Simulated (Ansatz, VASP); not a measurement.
## One calculation of ZnGeP2, two programs

Contents of INCAR:

```
PREC = Accurate
ENCUT = 500
EDIFF = 1E-6
ISMEAR = 0
SIGMA = 0.01
LREAL = F
LASPH = T
NELM = 120
ALGO = Normal
ISIF = 2
LWAVE = F
LCHARG = F
GGA = PE
NBANDS = 46
GGA_COMPAT = F
```

The input KPOINTS:

```
Automatic mesh
0
Gamma
  6 6 6
```

Contents of POSCAR:

```
ZnGeP2
1.0
   -2.6939156665      2.6939156665      5.3104800256
    2.6939156665     -2.6939156665      5.3104800256
    2.6939156665      2.6939156665     -5.3104800256
Zn Ge P
2 2 4
Direct
    0.0000000000      0.0000000000      0.0000000000
    0.7500000000      0.2500000000      0.5000000000
    0.5000000000      0.5000000000      0.0000000000
    0.2500000000      0.7500000000      0.5000000000
    0.3750000000      0.3783565532      0.5033565532
    0.6216434468      0.1250000000      0.9966434468
    0.8750000000      0.8716434468      0.4966434468
    0.1283565532      0.6250000000      0.0033565532
```

Input for Ansatz:

```yaml
crystal:
  lattice:
    - [-2.6939156665, 2.6939156665, 5.3104800256]
    - [2.6939156665, -2.6939156665, 5.3104800256]
    - [2.6939156665, 2.6939156665, -5.3104800256]
  atoms:
    - { symbol: Zn, position: [0.0, 0.0, 0.0] }
    - { symbol: Zn, position: [0.75, 0.25, 0.5] }
    - { symbol: Ge, position: [0.5, 0.5, 0.0] }
    - { symbol: Ge, position: [0.25, 0.75, 0.5] }
    - { symbol: P, position: [0.375, 0.3783565532, 0.5033565532] }
    - { symbol: P, position: [0.6216434468, 0.125, 0.9966434468] }
    - { symbol: P, position: [0.875, 0.8716434468, 0.4966434468] }
    - { symbol: P, position: [0.1283565532, 0.625, 0.0033565532] }
kpoints:
  mp_grid: { grid: [6, 6, 6] }
hamiltonian:
  xc: pbe
scf:
  occupations: { method: fixed }
  n_extra_bands: 6
output:
  forces: true
  stress: true
  eigenvalues: true
```

Alike in both runs: task single point; functional PBE; k mesh 6 × 6 × 6; no spin polarisation.

```csv
,VASP,Ansatz
version,VASP 6.6.1,Ansatz 0.2.0
potentials or method,"VASP PAW PBE potentials, release 64 (Zn, Ge_d, P)","plane waves, PAW"
plane-wave cutoff (eV),500,420
occupations,"gaussian, width 0.01 eV",fixed
valence electrons in the cell,72,72
```

Ansatz gave:

| Item | Value |
| --- | --- |
| gap on the k mesh at the Fermi level (eV) | 1.23 |
| pressure (GPa) | 5.4 |
| rms of the force components (eV/Å) | 0.042 |

What did VASP give for the same quantities?

gap on the k mesh at the Fermi level (eV): 1.23; pressure (GPa): 5.3; rms of the force components (eV/Å): 0.028.

Atom by atom the forces differ by 0.014 eV/Å (rms over components).
